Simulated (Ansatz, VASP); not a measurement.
# Mo: VASP beside Ansatz

File INCAR:

```
PREC = Accurate
ENCUT = 520
EDIFF = 1E-6
ISMEAR = 0
SIGMA = 0.15
LREAL = F
LASPH = T
NELM = 100
ALGO = Fast
ISIF = 2
LWAVE = F
LCHARG = F
GGA = PS
NBANDS = 36
```

Contents of KPOINTS:

```
regular mesh
0
Gamma
  25 25 6
```

Contents of POSCAR:

```
Mo
1.0
   -1.3711677094     -2.3749321384      0.0000000000
    1.3711677094     -2.3749321384      0.0000000000
    0.0000000000      0.0000000000     10.7182842839
Mo
4
Direct
    0.0000000000      0.0000000000      0.8137728500
    0.0000000000      0.0000000000      0.1162532643
    0.0000000000      0.0000000000      0.3487597928
    0.0000000000      0.0000000000      0.5812663214
```

Input for Ansatz:

```yaml
crystal:
  lattice:
    - [-1.3711677094, -2.3749321384, 0.0]
    - [1.3711677094, -2.3749321384, 0.0]
    - [0.0, 0.0, 10.7182842839]
  atoms:
    - { symbol: Mo, position: [0.0, 0.0, 0.81377285] }
    - { symbol: Mo, position: [0.0, 0.0, 0.1162532643] }
    - { symbol: Mo, position: [0.0, 0.0, 0.3487597928] }
    - { symbol: Mo, position: [0.0, 0.0, 0.5812663214] }
basis:
  ecutwfc: 420
kpoints:
  mp_grid: { grid: [25, 25, 6] }
hamiltonian:
  xc: pbesol
scf:
  occupations: { method: gaussian, width: 0.15 }
output:
  forces: true
  stress: true
  eigenvalues: true
  write_density: true
  write_potential: true
  elf: true
  volumetric_format: npy
```

Alike in both runs: task single point; functional PBEsol; k mesh 25 × 25 × 6; occupations gaussian, width 0.15 eV; no spin polarisation.

```csv
,VASP,Ansatz
version,VASP 6.6.1,Ansatz 0.2.0
potentials or method,"VASP PAW PBE potentials, release 64 (Mo_sv), cutoff 520 eV","scalar-relativistic, plane waves, PAW"
valence electrons in the cell,56,56
```

|  | VASP | Ansatz | Ansatz less VASP |
| --- | --- | --- | --- |
| gap on the k mesh at the Fermi level (eV) | none | none | - |
| pressure (GPa) | -5.8 | -6.3 | -0.49 |
| traceless stress, the component that is largest in VASP (GPa) | -5.99 | -6.14 | -0.159 |
| rms of the force components (eV/Å) | 0.443 | 0.433 | -0.0105 |

VASP's potentials were made for PBE, not for PBEsol. Atom by atom the forces differ by 0.012 eV/Å (rms over components). A gap of «none» marks a metal or a gap that the smearing closes.
